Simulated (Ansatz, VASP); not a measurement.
**One calculation of Ru, two programs**

```
Ru
1.0
     2.72074    0.00000    0.00000
    -1.36037    2.35623    0.00000
     0.00000    0.00000   20.29610
Ru
3
Direct
  0.00000 0.00000 0.39808
  0.33333 0.66667 0.50000
  0.00000 0.00000 0.60192
```

Alike in both runs: functional PBE; k mesh 14 × 14 × 1; occupations fermi-dirac, width 0.08 eV; no spin polarisation.

Ansatz relaxed the structure, and its values are those at the end. VASP's run is a single point on that final structure, the one shown.

|  | VASP | Ansatz |
| --- | --- | --- |
| version | VASP 6.6.1 | Ansatz 0.2.0 |
| potentials or method | VASP PAW PBE potentials, release 64 (Ru_pv), cutoff 520 eV | all-electron LAPW, scalar-relativistic |

```csv
,VASP,Ansatz,Ansatz less VASP
rms of the force components (eV/Å),0.005,0.002,-0.0033
```

Ansatz ran all-electron here, and VASP with PAW potentials.
